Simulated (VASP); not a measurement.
Wanted: the native input for a VASP 6.6.1 run.

```
Task                   : single point
Functional             : LDA
Potentials or basis    : VASP PAW LDA potentials, release 64 (Pt_sv_GW)
Cutoff                 : 500 eV
k mesh                 : 11 × 11 × 6
Occupations            : fermi-dirac, width 0.05 eV
Spin                   : no spin polarisation
Dipole correction      : no
Second run             : valence_matched
Further INCAR settings : ALGO = Normal; EDIFF = 1e-06; NBANDS = 25
```

The structure of Pt lies in POSCAR:

```
Pt
1.0
    2.7969943295      0.0000000000      0.0000000000
   -1.3984971647      2.4222681435      0.0000000000
    0.0000000000      0.0000000000      4.8551956265
Pt
2
Direct
    0.3333333333      0.6666666667      0.2500000000
    0.6666666667      0.3333333333      0.7500000000
```

The input as run:

INCAR

```
PREC     = Accurate       # precision mode
ENCUT    = 500            # plane-wave cutoff, eV
EDIFF    = 1E-6           # SCF threshold, eV
ISMEAR   = -1             # smearing method
SIGMA    = 0.05           # smearing width, eV
LREAL    = False          # projectors in reciprocal space
LASPH    = True           # aspherical terms in the spheres
NELM     = 120            # most SCF steps
ALGO     = Normal         # electronic algorithm
ISIF     = 2              # what is computed and relaxed
LWAVE    = False          # write WAVECAR
LCHARG   = False          # write CHGCAR
GGA      = CA             # functional
NBANDS   = 25             # bands
GGA_COMPAT= False
```

KPOINTS

```
Automatic mesh
0
Gamma
  11 11 6
```

Potentials or basis: VASP PAW LDA potentials, release 64 (Pt_sv_GW).

The run is started by

```sh
$ cat potpaw_LDA.64/Pt_sv_GW/POTCAR > POTCAR
$ mpirun -np 1 vasp_std > vasp.out
```

Results of the run:

- Pressure: -25.4 GPa
- Band gap on the k mesh: zero (band 18 reaches 9.28 eV, above the bottom of band 19 at 8.18 eV)

Caveat: spin-orbit coupling is left out, which moves the levels of the heavy elements.

Run time: 16 s on 1 thread of Intel(R) Xeon(R) Platinum 8559C (Emerald Rapids), on a shared host, peak memory 0.16 GiB.
